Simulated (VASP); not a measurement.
# Te2Pt (P-3m1) in VASP: further runs

The runs below take Te2Pt through relaxation of shape and atoms at fixed volume, with PBE+D3(BJ).

All numbers are computed with VASP 6.6.1; they aren't measurements. Logs are shortened: lines on timing, memory, paths and dates and some standing lists are left out, and cuts for length are marked.

**1. The cell of the first run**

The structure is trigonal, space group P-3m1 (No. 164). Conventional cell: a = 4.092 Å, b = 4.092 Å, c = 5.144 Å, α = 90.00°, β = 90.00°, γ = 120.00°. Te (site symmetry 3m) has 3 Pt at 2.73 Å and 3 Te at 3.36 Å within 3.6 Å. Pt (site symmetry -3m) has 6 Te at 2.73 Å within 3.6 Å.

**2. Relaxation of shape and atoms at fixed volume, PBE+D3(BJ) (volume scaled by 1.03)**

INCAR reads:

```
SYSTEM = Te2Pt
PREC = Accurate ; ENCUT = 500
EDIFF = 1E-7 ; ISMEAR = 0
SIGMA = 0.1 ; LREAL = .FALSE.
LASPH = .TRUE. ; NELM = 120
ALGO = Normal ; ISIF = 4
LWAVE = .FALSE. ; LCHARG = .FALSE.
GGA = PE ; IVDW = 12
IBRION = 2 ; NSW = 50
EDIFFG = -0.01 ; GGA_COMPAT = .FALSE.
NELMIN = 4
```

KPOINTS reads:

```
Automatic mesh
0
G
  12 12 8
  0 0 0
```

POSCAR reads:

```
Te2Pt
1.0
    4.0921429761      0.0000000000      0.0000000000
   -2.0460714880      3.5438997732      0.0000000000
    0.0000000000      0.0000000000      5.1443759545
Te Pt
2 1
Direct
    0.3333333333      0.6666666667      0.2671490265
    0.6666666667      0.3333333333      0.7328509735
    0.0000000000      0.0000000000      0.0000000000
```

Potentials or basis: VASP PAW PBE potentials, release 64 (Te, Pt).

On the command line:

```bash
> cat potpaw_PBE.64/Te/POTCAR potpaw_PBE.64/Pt/POTCAR > POTCAR
> mpirun -np 1 vasp_std > vasp.out
```

OUTCAR:

```text
SYSTEM = Te2Pt
   PREC = Accurate
   ENCUT = 500
   EDIFF = 1E-7
   ISMEAR = 0
   LREAL = .FALSE.
   LASPH = .TRUE.
   NELM = 120
   ISIF = 4
   GGA = PE
   IVDW = 12
   IBRION = 2
   NSW = 50
   EDIFFG = -0.01
   NELMIN = 4
 IVDW          = 12

 ion  position               nearest neighbor table
   1  0.333  0.667  0.267-   3 2.73   3 2.73   3 2.73   2 3.36   2 3.36   2 3.36   2 3.62   2 3.62
                             2 3.62
   2  0.667  0.333  0.733-   3 2.73   3 2.73   3 2.73   1 3.36   1 3.36   1 3.36   1 3.62   1 3.62
                             1 3.62
   3  0.000  0.000  0.000-   1 2.73   2 2.73   1 2.73   2 2.73   2 2.73   1 2.73

  LATTYP: Found a hexagonal cell.
 ALAT       =     4.0921429761
 C/A-ratio  =     1.2571349497

  Lattice vectors:

 A1 = (   4.0921429761,   0.0000000000,   0.0000000000)
 A2 = (  -2.0460714880,   3.5438997732,   0.0000000000)
 A3 = (   0.0000000000,   0.0000000000,   5.1443759545)

Analysis of symmetry for initial positions (statically):
=====================================================================
 Subroutine PRICEL returns:
 Original cell was already a primitive cell.

 Routine SETGRP: Setting up the symmetry group for a
 hexagonal supercell.

 Subroutine GETGRP returns: Found 12 space group operations
 (whereof 12 operations were pure point group operations)
 out of a pool of 24 trial point group operations.

The static configuration has the point symmetry D_3d.

Analysis of symmetry for dynamics (positions and initial velocities):
=====================================================================
 Subroutine PRICEL returns:
 Original cell was already a primitive cell.

 Routine SETGRP: Setting up the symmetry group for a
 hexagonal supercell.

 Subroutine GETGRP returns: Found 12 space group operations
 (whereof 12 operations were pure point group operations)
 out of a pool of 24 trial point group operations.

The dynamic configuration has the point symmetry D_3d.

 Subroutine INISYM returns: Found 12 space group operations
 (whereof 12 operations are pure point group operations),
 and found     1 'primitive' translations

----------------------------------------------------------------------------------------

                                     Primitive cell

  volume of cell :      74.6045

  direct lattice vectors                    reciprocal lattice vectors
     4.092142976  0.000000000  0.000000000     0.244370738  0.141087511  0.000000000
    -2.046071488  3.543899773  0.000000000     0.000000000  0.282175023  0.000000000
     0.000000000  0.000000000  5.144375955     0.000000000  0.000000000  0.194387037

  length of vectors
     4.092142976  4.092142976  5.144375955     0.282175023  0.282175023  0.194387037

  position of ions in fractional coordinates (direct lattice)
     0.333333333  0.666666667  0.267149027
     0.666666667  0.333333333  0.732850973
     0.000000000  0.000000000  0.000000000

  ion indices of the primitive-cell ions
   primitive index   ion index
                 1           1
                 2           2
                 3           3

----------------------------------------------------------------------------------------

 KPOINTS: Automatic mesh

Automatic generation of k-mesh.
 Grid dimensions read from file:
 generate k-points for:   12   12    8

 Generating k-lattice:

  Cartesian coordinates                     Fractional coordinates (reciprocal lattice)
     0.020364228  0.011757293  0.000000000     0.083333333  0.000000000  0.000000000
     0.000000000  0.023514585  0.000000000     0.000000000  0.083333333  0.000000000
     0.000000000  0.000000000  0.024298380     0.000000000  0.000000000  0.125000000

  Length of vectors
     0.023514585  0.023514585  0.024298380

  Shift w.r.t. Gamma in fractional coordinates (k-lattice)
     0.000000000  0.000000000  0.000000000

 Subroutine IBZKPT returns following result:
 ===========================================

 Found    131 irreducible k-points:

 Following reciprocal coordinates:
            Coordinates               Weight
  0.000000  0.000000  0.000000      1.000000
  0.083333  0.000000  0.000000      6.000000
  0.166667  0.000000  0.000000      6.000000
  0.250000  0.000000  0.000000      6.000000
  0.333333  0.000000  0.000000      6.000000
  0.416667  0.000000  0.000000      6.000000
[... 16 lines left out ...]
  0.166667  0.000000  0.125000      6.000000
  0.000000  0.166667  0.125000      6.000000
 [... further k-points ...]
   k-points           NKPTS =    131   k-points in BZ     NKDIM =    131   number of bands    NBANDS=     15
   number of dos      NEDOS =    301   number of ions     NIONS =      3
   total plane-waves  NPLWV =  36000
   dimension x,y,z NGX =    30 NGY =   30 NGZ =   40
   dimension x,y,z NGXF=    60 NGYF=   60 NGZF=   80
   ions per type =               2   1
   NGX,Y,Z   is equivalent  to a cutoff of  12.19, 12.19, 12.93 a.u.
   NGXF,Y,Z  is equivalent  to a cutoff of  24.38, 24.38, 25.85 a.u.
 SYSTEM =  Te2Pt
   PREC   = accura    normal or accurate (medium, high low for compatibility)
   ISTART =      0    job   : 0-new  1-cont  2-samecut
   ICHARG =      2    charge: 1-file 2-atom 10-const
   ISPIN  =      1    spin polarized calculation?
   LNONCOLLINEAR =      F non collinear calculations
   LSORBIT =      F    spin-orbit coupling
   LASPH  =      T    aspherical Exc in radial PAW
   ENCUT  =  500.0 eV  36.75 Ry    6.06 a.u.   7.46  7.46  9.38*2*pi/ulx,y,z
   NELM   =    120;   NELMIN=  4; NELMDL= -5     # of ELM steps
   EDIFF  = 0.1E-06   stopping-criterion for ELM
   LREAL  =      F    real-space projection
   EDIFFG = -.1E-01   stopping-criterion for IOM
   NSW    =     50    number of steps for IOM
   IBRION =      2    ionic relax: 0-MD 1-quasi-New 2-CG
   NFREE  =      1    steps in history (QN), initial steepest desc. (CG)
   ISIF   =      4    stress and relaxation
   ISYM   =      2    0-nonsym 1-usesym 2-fastsym
   POTIM  = 0.5000    time-step for ionic-motion
   TEBEG  =    0.0;   TEEND  =   0.0 temperature during run
   PSTRESS=    0.0 pullay stress
   NELECT =      22.0000    total number of electrons
   NUPDOWN=      -1.0000    fix difference up-down
   EMIN   =  10.00;   EMAX   =-10.00  energy-range for DOS
   EFERMI =   0.00;   METHOD = LEGACY
   ISMEAR =     0;   SIGMA  =   0.10  broadening in eV -4-tet -1-fermi 0-gaus
   EFERMI_NEDOS =   21; number of points for ismear=-14 and -15
   IALGO  =     38    algorithm
   IMIX   =      4    mixing-type and parameters
     AMIX     =   0.40;   BMIX     =  1.00
     AMIX_MAG =   1.60;   BMIX_MAG =  1.00
  volume/ion in A,a.u.               =      24.87       167.82
  Fermi-wavevector in a.u.,A,eV,Ry     =   1.089668  2.059173 16.155227  1.187376
  Thomas-Fermi vector in A             =   2.225876
   LORBIT       =      0    0 simple, 1 ext, 2 COOP (PROOUT), +10 PAW based schemes
   GGA     = PE    functional components
   LHFCALC =     F    Hartree Fock is set to
   AEXX    =    0.0000 exact exchange contribution
   IVDW    =    12    specifies the selected vdW correction
   LEPSILON=     F    determine dielectric tensor
   LRPA    =     F    only Hartree local field effects (RPA)
 conjugate gradient relaxation of ions
 non-spin polarized calculation
 Gauss-broadening in eV      SIGMA  =   0.10
  energy-cutoff  :      500.00
  volume of cell :       74.60
 maximum number of plane-waves:      1921
 NGX is ok and might be reduce to    30
   NGX = 15   NGY = 15   NGZ = 19

--------------------------------------- Ionic step        1  -------------------------------------------

 number of electron      21.9999998 magnetization

 Free energy of the ion-electron system (eV)
  ---------------------------------------------------
  ext. energy  EPLUGINS =         0.00000000
  ---------------------------------------------------
  free energy    TOTEN  =       -13.54690355 eV

  energy without entropy =      -13.53971623  energy(sigma->0) =      -13.54330989

------------------------ aborting loop because EDIFF is reached ----------------------------------------

 Edisp (eV)   -1.64799

 E8    (eV) :    -0.7567

  FORCE on cell =-STRESS in cart. coord.  units (eV):
  Direction    XX          YY          ZZ          XY          YZ          ZX
  --------------------------------------------------------------------------------------
  -------------------------------------------------------------------------------------
  Total      -1.57995    -1.57995    -1.21056    -0.00000     0.00000    -0.00000
  in kB     -33.93048   -33.93048   -25.99745    -0.00000     0.00000    -0.00000
  external pressure =      -31.29 kB  Pullay stress =        0.00 kB
[... 145 lines left out ...]
  energy  without entropy=      -15.1966284334  energy(sigma->0) =      -15.20009494

--------------------------------------- Ionic step        5  -------------------------------------------

 number of electron      21.9999996 magnetization

 Free energy of the ion-electron system (eV)
  ---------------------------------------------------
  ext. energy  EPLUGINS =         0.00000000
  ---------------------------------------------------
  free energy    TOTEN  =       -13.55700198 eV

  energy without entropy =      -13.55005695  energy(sigma->0) =      -13.55352946

 E-fermi :   8.4258     XC(G=0): -10.4626

 val. band max:        8.4148912151   @ k =   0.0833   0.0833   0.3750
 cond. band min:       8.4283420417   @ k =  -0.0833   0.2500   0.3750
 fundamental gap:      0.0134508265
 Fermi energy:         8.4257515574

 k-point     1 :       0.0000    0.0000    0.0000
  band No.  band energies     occupation
      1      -5.4457      2.00000
      2      -2.0955      2.00000
      3       1.8560      2.00000
      4       2.8764      2.00000
      5       2.8764      2.00000
      6       4.7996      2.00000
      7       4.7996      2.00000
      8       5.8335      2.00000
      9       7.9500      2.00000
     10       7.9500      2.00000
     11       9.3248      0.00000
     12       9.3248      0.00000
     13       9.9458      0.00000
     14      11.1271      0.00000
     15      12.5016      0.00000
[... 397 lines left out ...]
 k-point    24 :       0.0000    0.1667    0.1250
  band No.  band energies     occupation
      1      -5.0916      2.00000
      2      -2.4296      2.00000
      3       2.2110      2.00000
      4       2.9941      2.00000
      5       3.3214      2.00000
      6       4.3560      2.00000
      7       4.7025      2.00000
      8       5.4161      2.00000
      9       6.6150      2.00000
     10       7.5132      2.00000
     11       8.7999      0.00000
     12       9.3486      0.00000
     13       9.6971      0.00000
     14      12.2044      0.00000
     15      12.8813      0.00000

 [... further k-points ...]

------------------------ aborting loop because EDIFF is reached ----------------------------------------

 Edisp (eV)   -1.64662

 E8    (eV) :    -0.7558

  FORCE on cell =-STRESS in cart. coord.  units (eV):
  Direction    XX          YY          ZZ          XY          YZ          ZX
  --------------------------------------------------------------------------------------
  -------------------------------------------------------------------------------------
  Total      -0.88324    -0.88324    -0.85505    -0.00000    -0.00000     0.00000
  in kB     -18.96816   -18.96816   -18.36274    -0.00000    -0.00000     0.00000
  external pressure =      -18.77 kB  Pullay stress =        0.00 kB
[... 18 lines left out ...]
  FREE ENERGIE OF THE ION-ELECTRON SYSTEM (eV)
  ---------------------------------------------------
  free  energy   TOTEN  =       -15.2036226355 eV

  energy  without entropy=      -15.1966776068  energy(sigma->0) =      -15.20015012

 reached required accuracy - stopping structural energy minimisation
```

It took 4.6 min on 1 thread of Intel Xeon Platinum 8488C (Sapphire Rapids), shared host; peak memory 0.3 GiB.

Results:

```yaml
Free_energy: -15.2036 eV
Energy_gained_by_relaxing: 2.9 meV/atom
Ionic_steps: 5
Pressure_after_relaxing: -1.9 GPa
Largest_force_after_relaxing: 0.004 eV/Å
Band_gap_on_the_k_mesh: zero (band 11 reaches 9.49 eV, above the bottom of band 12 at 8.22 eV)
Dispersion_energy_per_atom: -0.549 eV
```

Forces in eV/Å, atoms in the order of the input:
```
Te   0.000  0.000  0.004
Te   0.000  0.000 -0.004
Pt   0.000  0.000  0.000
```

Step by step:
| step | energy change (eV) | largest force (eV/Å) | pressure (GPa) | volume (Å³) |
| --- | --- | --- | --- | --- |
| 1 | 0.0000 | 0.2504 | -3.13 | 74.60 |
| 2 | -0.0059 | 0.1371 | -2.61 | 74.60 |
| 3 | -0.0087 | 0.0028 | -1.93 | 74.60 |
| 4 | -0.0087 | 0.0119 | -1.89 | 74.60 |
| 5 | -0.0087 | 0.0044 | -1.88 | 74.60 |

Final structure:
```cif
data_structure
_symmetry_space_group_name_H-M 'P 1'
_symmetry_Int_Tables_number 1
_cell_length_a 4.0716
_cell_length_b 4.0716
_cell_length_c 5.1965
_cell_angle_alpha 90.000
_cell_angle_beta 90.000
_cell_angle_gamma 120.000
_cell_volume 74.60
loop_
_atom_site_label
_atom_site_type_symbol
_atom_site_fract_x
_atom_site_fract_y
_atom_site_fract_z
_atom_site_occupancy
Te1 Te 0.33333 0.66667 0.26189 1
Te2 Te 0.66667 0.33333 0.73811 1
Pt1 Pt 0.00000 0.00000 0.00000 1
```

Levels at points of the mesh, in eV from the Fermi level:
| k point | band 9 | band 10 | band 11 | band 12 | band 13 | band 14 |
| --- | --- | --- | --- | --- | --- | --- |
| (0.00, 0.00, 0.00) | -0.48 | -0.48 | 0.90 | 0.90 | 1.52 | 2.70 |
| (0.50, 0.00, 0.00) | -3.29 | -3.26 | -2.81 | 0.13 | 2.53 | 3.86 |
| (0.00, 0.00, 0.50) | -1.41 | -1.21 | -1.21 | 2.17 | 2.17 | 4.20 |
| (0.50, 0.00, 0.50) | -3.13 | -2.27 | -0.68 | 0.36 | 1.31 | 4.28 |

Caveat: the cell differs from its parent crystal (volume scaled by 1.03); spin-orbit coupling is left out, which moves the levels of the heavy elements; pairwise dispersion overbinds metals, which lowers pressure and volume.

**3. Relaxation of shape and atoms at fixed volume, PBE+D3(BJ) (volume scaled by 1.06)**

INCAR reads:

```
  ALGO = Normal
  EDIFF = 1E-7
  EDIFFG = -0.01
  ENCUT = 500
  GGA = PE
  GGA_COMPAT = F
  IBRION = 2
  ISIF = 4
  ISMEAR = 0
  IVDW = 12
  LASPH = T
  LCHARG = F
  LREAL = F
  LWAVE = F
  NELM = 120
  NELMIN = 4
  NSW = 50
  PREC = Accurate
  SIGMA = 0.1
```

KPOINTS reads:

```
k-points
0
Gamma
  12 12 8
```

POSCAR reads:

```
Te2Pt
1.0
    4.1109843253      0.0000000000      0.0000000000
   -2.0554921626      3.5602168603      0.0000000000
    0.0000000000      0.0000000000      5.2457947824
Te Pt
2 1
Direct
    0.3333333333      0.6666666667      0.2620916962
    0.6666666667      0.3333333333      0.7379083038
    0.0000000000      0.0000000000      0.0000000000
```

Potentials or basis: VASP PAW PBE potentials, release 64 (Te, Pt).

On the command line:

```bash
> cat potpaw_PBE.64/Te/POTCAR potpaw_PBE.64/Pt/POTCAR > POTCAR
> mpirun -np 1 vasp_std > vasp.out
```

Wall time 5 min (1 thread of Intel Xeon Platinum 8488C (Sapphire Rapids), shared host); peak memory 0.31 GiB.

It converged, with:

| Property | Result |
| --- | --- |
| Free energy | -15.1700 eV |
| Energy gained by relaxing | 3.4 meV/atom |
| Ionic steps | 5 |
| Pressure after relaxing | -3.1 GPa |
| Largest force after relaxing | 0.006 eV/Å |
| Band gap on the k mesh | zero (band 11 reaches 9.06 eV, above the bottom of band 12 at 7.84 eV) |
| Dispersion energy per atom | -0.533 eV |

Forces in eV/Å, atoms in the order of the input:
```
Te   0.000  0.000  0.006
Te   0.000  0.000 -0.006
Pt   0.000  0.000  0.000
```

Stress tensor (GPa, compression positive):
```
-3.09  0.00  0.00
 0.00 -3.09  0.00
 0.00  0.00 -3.01
```

Step by step:
```
step  energy change (eV)  largest force (eV/Å)  pressure (GPa)  volume (Å³)
   1              0.0000                0.2464           -4.49        76.78
   2             -0.0062                0.1462           -3.97        76.78
   3             -0.0099                0.0067           -3.15        76.78
   4             -0.0099                0.0196           -3.08        76.78
   5             -0.0101                0.0062           -3.07        76.78
```

Final structure:
```cif
data_structure
_symmetry_space_group_name_H-M 'P 1'
_symmetry_Int_Tables_number 1
_cell_length_a 4.0849
_cell_length_b 4.0849
_cell_length_c 5.3131
_cell_angle_alpha 90.000
_cell_angle_beta 90.000
_cell_angle_gamma 120.000
_cell_volume 76.78
loop_
_atom_site_label
_atom_site_type_symbol
_atom_site_fract_x
_atom_site_fract_y
_atom_site_fract_z
_atom_site_occupancy
Te1 Te 0.33333 0.66667 0.25642 1
Te2 Te 0.66667 0.33333 0.74358 1
Pt1 Pt 0.00000 0.00000 0.00000 1
```

Levels at points of the mesh, in eV from the Fermi level:
```
           k point  band 7  band 8  band 9  band 10  band 11  band 12  band 13  band 14  band 15
(0.00, 0.00, 0.00)   -3.59   -2.57   -0.48    -0.48     1.01     1.01     1.37     2.83     3.97
(0.50, 0.00, 0.00)   -3.31   -3.28   -3.26    -3.24    -2.79     0.17     2.38     3.74     5.26
(0.00, 0.00, 0.50)   -3.62   -2.22   -1.46    -1.10    -1.10     2.10     2.10     4.15     5.06
(0.50, 0.00, 0.50)   -3.33   -3.26   -3.10    -2.31    -0.74     0.50     1.25     4.04     4.36
```

Caveat: the cell differs from its parent crystal (volume scaled by 1.06); spin-orbit coupling is left out, which moves the levels of the heavy elements; pairwise dispersion overbinds metals, which lowers pressure and volume.

[end of part 1 of 2]
